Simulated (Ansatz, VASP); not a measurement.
## InP in VASP and in Ansatz

```
CELL_PARAMETERS angstrom
0.00000 2.93050 2.93050
2.93050 0.00000 2.93050
2.93050 2.93050 0.00000
ATOMIC_POSITIONS crystal
In 0.00000 0.00000 0.00000
P 0.75000 0.75000 0.75000
```

Alike in both runs: task single point; functional PBE; k mesh 10 × 10 × 10; occupations gaussian, width 0.05 eV; no spin polarisation.

```csv
,VASP,Ansatz
version,VASP 6.6.1,Ansatz 0.2.0
potentials or method,"VASP PAW PBE potentials, release 64 (In_d, P), cutoff 520 eV","scalar-relativistic, plane waves, PAW"
valence electrons in the cell,18,18
```

|  | VASP | Ansatz | Ansatz less VASP |
| --- | --- | --- | --- |
| gap on the k mesh at the Fermi level (eV) | 0.71 | 0.72 | +0.003 |
| least direct gap on the mesh (eV) | 0.71 | 0.72 | +0.003 |
| pressure (GPa) | 3.3 | 3.3 | +0.06 |

With one functional, cell and mesh, what is left measures potentials, basis and numerics.
